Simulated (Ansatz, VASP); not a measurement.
**One calculation of Ba, two programs**

The input INCAR:

```
SYSTEM = Ba
PREC = Accurate ; ENCUT = 520
EDIFF = 1E-6 ; ISMEAR = 1
SIGMA = 0.05 ; LREAL = .False.
LASPH = .True. ; NELM = 60
ALGO = Normal ; ISIF = 2
LWAVE = .False. ; LCHARG = .False.
GGA = PS ; NBANDS = 17
```

Contents of KPOINTS:

```
regular mesh
0
Gamma
  5 5 7
  0 0 0
```

POSCAR

```
Ba
1.0
    6.9960700000      0.0000000000      0.0000000000
   -3.4980350000      6.0587743467      0.0000000000
    0.0000000000      0.0000000000      3.9093900000
Ba
2
Direct
    0.3333333333      0.6666666667      0.5000000000
    0.6666666667      0.3333333333      0.5000000000
```

Input for Ansatz:

```yaml
crystal:
  lattice:
    a: 6.99607
    b: 6.99607
    c: 3.90939
    alpha: 90.0
    beta: 90.0
    gamma: 120.0
  space_group: 191
  atoms:
    - { symbol: Ba, position: [0.3333333333333333, 0.6666666666666666, 0.5] }
kpoints:
  mp_grid:
    grid: [5, 5, 7]
hamiltonian:
  xc: pbesol
  pseudopotentials:
    kind: paw
scf:
  occupations:
    method: methfessel_paxton
    width: 0.05
output:
  forces: true
  stress: true
```

Alike in both runs: task single point; functional PBEsol; k mesh 5 × 5 × 7; occupations methfessel-paxton of order 1, width 0.05 eV; no spin polarisation.

```csv
,VASP,Ansatz
version,VASP 6.6.1,Ansatz 0.2.0
potentials or method,"VASP PAW PBE potentials, release 64 (Ba_sv)","plane waves, PAW"
plane-wave cutoff (eV),520,420
valence electrons in the cell,20,20
```

|  | VASP | Ansatz | Ansatz less VASP |
| --- | --- | --- | --- |
| pressure (GPa) | -0.1 | -0.2 | -0.07 |
| traceless stress, the component that is largest in VASP (GPa) | -0.33 | -0.32 | +0.007 |

VASP's potentials were made for PBE, not for PBEsol. The functional is the same, so the differences come from potentials, cutoffs and numerics.

Neither program's run includes spin-orbit coupling.
